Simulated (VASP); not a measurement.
# Ba4Ti4O12F (a cell with a defect) in VASP: further runs, part 3 of 3

VASP 6.6.1. The steps go on from the part before.

## Step 5: Single point, PBE+D3(BJ)

The input, INCAR:

```
PREC = Accurate
ENCUT = 520
EDIFF = 1E-6
ISMEAR = 0
SIGMA = 0.05
LREAL = Auto
LASPH = True
NELM = 100
ALGO = Normal
ISIF = 2
LWAVE = False
LCHARG = False
GGA = PE
IVDW = 12
NELECT = 168.0
NBANDS = 100
```

The input, KPOINTS:

```
regular mesh
0
Gamma
  2 2 2
```

The input, POSCAR:

```
Ba4Ti4O12F
1.0
   -4.0076820000      4.0076820000      4.0076820000
    4.0076820000     -4.0076820000      4.0076820000
    4.0076820000      4.0076820000     -4.0076820000
Ba Ti O F
4 4 12 1
Direct
    0.4718362136      0.4991092108      0.5199637846
    0.0242977112      0.0555419567      0.5314593324
    0.0139261299      0.4952946616     -0.0073628596
    0.4798538157     -0.0302112293     -0.0038165453
   -0.0204726822     -0.0065218498      0.0073834451
    0.5458911161      0.4821101075      0.0391545537
    0.4740021788     -0.0128909928      0.4850619385
   -0.0248533941      0.5131720780      0.5063642774
    0.0180653056      0.2413615901      0.2538004512
    0.2543961821      0.0120809236      0.2621853480
    0.2781045253      0.2708535757      0.0177912070
    0.4794590738      0.7670834413      0.2528384238
    0.7533807573      0.3843275240      0.1513585659
    0.7575425146      0.7525098049      0.0242685173
    0.4892913160      0.2656000401      0.7444461661
    0.7508141864      0.0033476958      0.7631116940
    0.7417565815      0.2666284401      0.4973175267
    0.0141002954      0.7606229736      0.7831276284
    0.2202269292      0.5082900789      0.7228735963
    0.2317026401      0.7647917175      0.4963618620
    0.7523458698      0.6616252238      0.4054282500
```

Potentials or basis: VASP PAW PBE potentials, release 64 (Ba_sv, Ti_sv, O, F).

Run with:

```bash
cat potpaw_PBE.64/Ba_sv/POTCAR potpaw_PBE.64/Ti_sv/POTCAR potpaw_PBE.64/O/POTCAR potpaw_PBE.64/F/POTCAR > POTCAR
mpirun -np 1 vasp_std > vasp.out
```

OUTCAR:

```text
PREC = Accurate
   ENCUT = 520
   EDIFF = 1E-6
   ISMEAR = 0
   LREAL = Auto
   LASPH = True
   NELM = 100
   ISIF = 2
   GGA = PE
   IVDW = 12
   NELECT = 168.0
 IVDW          = 12

 ion  position               nearest neighbor table
   1  0.472  0.499  0.520-  21 2.42  19 2.59   9 2.59  15 2.60  10 2.77  17 2.86  16 2.87  14 2.87
                            11 2.87  20 2.88  12 3.03  18 3.07   5 3.45   8 3.45   7 3.47   7 3.49
   2  0.024  0.056  0.531-  21 2.38  19 2.58  15 2.64   9 2.65  11 2.77  17 2.81  20 2.84  10 2.84
                            16 2.88  14 2.89  12 3.09  18 3.10   8 3.36   5 3.41   7 3.41   6 3.42
   3  0.014  0.495  0.993-  13 2.46  12 2.65  18 2.70  19 2.72  11 2.77  16 2.79  17 2.82  20 2.87
                            14 2.92   9 2.92  10 2.93  15 2.98   8 3.34   6 3.34   7 3.35   5 3.45
   4  0.480  0.970  0.996-  13 2.44  12 2.61  19 2.63  18 2.65  10 2.80  14 2.81  20 2.85  17 2.86
                            16 2.86  11 2.87   9 3.05  15 3.11   6 3.33   8 3.37   7 3.37   5 3.39
   5  0.980  0.993  0.007-   9 1.84  14 1.93  16 1.94  18 1.98  10 2.05  11 2.27   4 3.39   2 3.41
                             1 3.45   3 3.45   1 3.50   3 3.52   4 3.56   2 3.57
   6  0.546  0.482  0.039-  13 1.84  11 1.87  15 1.90  14 2.02  21 2.08  12 2.33   4 3.33   3 3.34
                             2 3.42   1 3.51   1 3.52   2 3.62   3 3.63   4 3.66
   7  0.474  0.987  0.485-  12 1.84  10 1.88  20 1.91  15 2.10  17 2.15  16 2.16   3 3.35   4 3.37
                             2 3.41   1 3.47   1 3.49   2 3.58   4 3.58   3 3.61
   8  0.975  0.513  0.506-  19 1.88  17 1.89  18 1.96  20 2.08  13 2.08  21 2.18   9 2.29   3 3.34
                             2 3.36   4 3.37   1 3.45   1 3.50   4 3.59   2 3.60   3 3.63
   9  0.018  0.241  0.254-   5 1.84   8 2.29   1 2.59   2 2.65   3 2.92   4 3.05
  10  0.254  0.012  0.262-   7 1.88   5 2.05   1 2.77   4 2.80   2 2.84   3 2.93
  11  0.278  0.271  0.018-   6 1.87   5 2.27   2 2.77   3 2.77   4 2.87   1 2.87
  12  0.479  0.767  0.253-   7 1.84   6 2.33   4 2.61   3 2.65   1 3.03   2 3.09
  13  0.753  0.384  0.151-   6 1.84   8 2.08   4 2.44   3 2.46
  14  0.758  0.753  0.024-   5 1.93   6 2.02   4 2.81   1 2.87   2 2.89   3 2.92
  15  0.489  0.266  0.744-   6 1.90   7 2.10   1 2.60   2 2.64   3 2.98   4 3.11
  16  0.751  0.003  0.763-   5 1.94   7 2.16   3 2.79   4 2.86   1 2.87   2 2.88
  17  0.742  0.267  0.497-   8 1.89   7 2.15   2 2.81   3 2.82   4 2.86   1 2.86
  18  0.014  0.761  0.783-   8 1.96   5 1.98   4 2.65   3 2.70   1 3.07   2 3.10
  19  0.220  0.508  0.723-   8 1.88   2 2.58   1 2.59   4 2.63   3 2.72
  20  0.232  0.765  0.496-   7 1.91   8 2.08   2 2.84   4 2.85   3 2.87   1 2.88
  21  0.752  0.662  0.405-   6 2.08   8 2.18   2 2.38   1 2.42

  LATTYP: Found a body centered cubic cell.
 ALAT       =     8.0153640000

  Lattice vectors:

 A1 = (  -4.0076820000,   4.0076820000,   4.0076820000)
 A2 = (   4.0076820000,  -4.0076820000,   4.0076820000)
 A3 = (   4.0076820000,   4.0076820000,  -4.0076820000)

Analysis of symmetry for initial positions (statically):
=====================================================================
 Subroutine PRICEL returns:
 Original cell was already a primitive cell.

 Routine SETGRP: Setting up the symmetry group for a
 body centered cubic supercell.

 Subroutine GETGRP returns: Found  1 space group operations
 (whereof  1 operations were pure point group operations)
 out of a pool of 48 trial point group operations.

The static configuration has the point symmetry C_1 .

Analysis of symmetry for dynamics (positions and initial velocities):
=====================================================================
 Subroutine PRICEL returns:
 Original cell was already a primitive cell.

 Routine SETGRP: Setting up the symmetry group for a
 body centered cubic supercell.

 Subroutine GETGRP returns: Found  1 space group operations
 (whereof  1 operations were pure point group operations)
 out of a pool of 48 trial point group operations.

The dynamic configuration has the point symmetry C_1 .

[... 111 lines left out ...]
   ISTART =      0    job   : 0-new  1-cont  2-samecut
   ICHARG =      2    charge: 1-file 2-atom 10-const
   ISPIN  =      1    spin polarized calculation?
   LNONCOLLINEAR =      F non collinear calculations
   LSORBIT =      F    spin-orbit coupling
   LASPH  =      T    aspherical Exc in radial PAW
   ENCUT  =  520.0 eV  38.22 Ry    6.18 a.u.  12.91 12.91 12.91*2*pi/ulx,y,z
   NELM   =    100;   NELMIN=  2; NELMDL= -5     # of ELM steps
   EDIFF  = 0.1E-05   stopping-criterion for ELM
   LREAL  =      T    real-space projection
   EDIFFG = 0.1E-04   stopping-criterion for IOM
   NSW    =      0    number of steps for IOM
   IBRION =     -1    ionic relax: 0-MD 1-quasi-New 2-CG
   NFREE  =      0    steps in history (QN), initial steepest desc. (CG)
   ISIF   =      2    stress and relaxation
   ISYM   =      2    0-nonsym 1-usesym 2-fastsym
   POTIM  = 0.5000    time-step for ionic-motion
   TEBEG  =    0.0;   TEEND  =   0.0 temperature during run
   PSTRESS=    0.0 pullay stress
   NELECT =     168.0000    total number of electrons
   NUPDOWN=      -1.0000    fix difference up-down
   EMIN   =  10.00;   EMAX   =-10.00  energy-range for DOS
   EFERMI =   0.00;   METHOD = LEGACY
   ISMEAR =     0;   SIGMA  =   0.05  broadening in eV -4-tet -1-fermi 0-gaus
   EFERMI_NEDOS =   21; number of points for ismear=-14 and -15
   IALGO  =     38    algorithm
   IMIX   =      4    mixing-type and parameters
     AMIX     =   0.40;   BMIX     =  1.00
     AMIX_MAG =   1.60;   BMIX_MAG =  1.00
  volume/ion in A,a.u.               =      12.26        82.74
  Fermi-wavevector in a.u.,A,eV,Ry     =   1.419923  2.683265 27.431797  2.016180
  Thomas-Fermi vector in A             =   2.540892
   LORBIT       =      0    0 simple, 1 ext, 2 COOP (PROOUT), +10 PAW based schemes
   GGA     = PE    functional components
   LHFCALC =     F    Hartree Fock is set to
   AEXX    =    0.0000 exact exchange contribution
   IVDW    =    12    specifies the selected vdW correction
   LEPSILON=     F    determine dielectric tensor
   LRPA    =     F    only Hartree local field effects (RPA)
 non-spin polarized calculation
 Gauss-broadening in eV      SIGMA  =   0.05
  energy-cutoff  :      520.00
  volume of cell :      257.48
 maximum number of plane-waves:      6986
 NGX is ok and might be reduce to    54
   NGX = 25   NGY = 25   NGZ = 25

 number of electron     168.0000007 magnetization

 Free energy of the ion-electron system (eV)
  ---------------------------------------------------
  ext. energy  EPLUGINS =         0.00000000
  ---------------------------------------------------
  free energy    TOTEN  =      -155.50766832 eV

  energy without entropy =     -155.50766832  energy(sigma->0) =     -155.50766832

 E-fermi :   4.4723     XC(G=0): -11.4266

 val. band max:        4.1782072207   @ k =   0.5000   0.5000   0.5000
 cond. band min:       6.3156114472   @ k =   0.0000   0.0000   0.0000
 fundamental gap:      2.1374042265
 Fermi energy:         4.4722783698

 k-point     1 :       0.0000    0.0000    0.0000
  band No.  band energies     occupation
      1     -52.3679      2.00000
      2     -52.3636      2.00000
      3     -52.3251      2.00000
      4     -52.3233      2.00000
      5     -28.7444      2.00000
      6     -28.6968      2.00000
[... 781 lines left out ...]
     95       8.2336      0.00000
     96       8.2689      0.00000
 [bands above 96 left out]

------------------------ aborting loop because EDIFF is reached ----------------------------------------

 Edisp (eV)   -5.48314

 E8    (eV) :    -2.4728

  FORCE on cell =-STRESS in cart. coord.  units (eV):
  Direction    XX          YY          ZZ          XY          YZ          ZX
  --------------------------------------------------------------------------------------
  -------------------------------------------------------------------------------------
  Total      28.37312    23.43697    26.57109    -1.45481     0.03995     0.55862
  in kB     176.55416   145.83855   165.34084    -9.05269     0.24861     3.47608
  external pressure =      162.58 kB  Pullay stress =        0.00 kB

 VOLUME and BASIS-vectors are now :
 -----------------------------------------------------------------------------
  energy-cutoff  :      520.00
  volume of cell :      257.48
      direct lattice vectors                 reciprocal lattice vectors
    -4.007682000  4.007682000  4.007682000     0.000000000  0.124760398  0.124760398
     4.007682000 -4.007682000  4.007682000     0.124760398  0.000000000  0.124760398
     4.007682000  4.007682000 -4.007682000     0.124760398  0.124760398  0.000000000

 POSITION                                       TOTAL-FORCE (eV/Angst)
 -----------------------------------------------------------------------------------
      2.19315      1.97455      1.80739        -0.006729      0.024337      0.018398
      2.25514      2.00470     -1.80995        -0.054375      0.025186     -0.035913
      5.90735      2.04900     -1.93738        -0.036977     -0.001777      0.075851
      5.95589      2.02888      1.81732        -0.038821     -0.012886      0.005018
      0.08550     -0.02632      7.87759        -0.061718      0.018383      0.061512
     -0.09870      0.41253      3.96298         0.079864     -0.011590      0.061188
[... 13 lines left out ...]
      4.12571     -0.14719      2.00437        -0.015235      0.031698     -0.003319
      1.26125      1.98841      4.04192        -0.127405     -0.018283     -0.126623
 -----------------------------------------------------------------------------------
    total drift:                                0.011836     -0.007848      0.003057

  FREE ENERGIE OF THE ION-ELECTRON SYSTEM (eV)
  ---------------------------------------------------
  free  energy   TOTEN  =      -160.9908062278 eV

  energy  without entropy=     -160.9908062278  energy(sigma->0) =     -160.99080623
```

It took 8.9 min on 1 thread of Intel Xeon Platinum 8124M at 3.00GHz (Skylake/Cascade Lake), shared host; peak memory 0.48 GiB.

What came out:

* Free energy: -160.9908 eV
* Largest force: 0.259 eV/Å
* Dispersion energy per atom: -0.261 eV

Forces on the atoms (eV/Å):
```
Ba  -0.007  0.024  0.018
Ba  -0.054  0.025 -0.036
Ba  -0.037 -0.002  0.076
Ba  -0.039 -0.013  0.005
Ti  -0.062  0.018  0.062
Ti   0.080 -0.012  0.061
Ti   0.043  0.085  0.015
Ti  -0.053 -0.045  0.035
O    0.057 -0.110 -0.054
O   -0.003 -0.054 -0.030
O    0.021  0.013 -0.104
O   -0.065  0.092  0.028
O    0.220  0.041  0.131
O   -0.002 -0.019 -0.003
O   -0.042  0.109 -0.044
O   -0.011 -0.040  0.020
O    0.007 -0.031 -0.056
O    0.043 -0.088  0.017
O    0.047 -0.006 -0.012
O   -0.015  0.032 -0.003
F   -0.127 -0.018 -0.127
```

Caveat: the k points lie up to 0.55 Å⁻¹ apart; the cell carries a net charge on a neutralising background, which shifts energy and pressure; the cell is charged against a uniform background, so pressure and absolute levels hang on convention; spin-orbit coupling is left out, which moves the levels of the heavy elements.
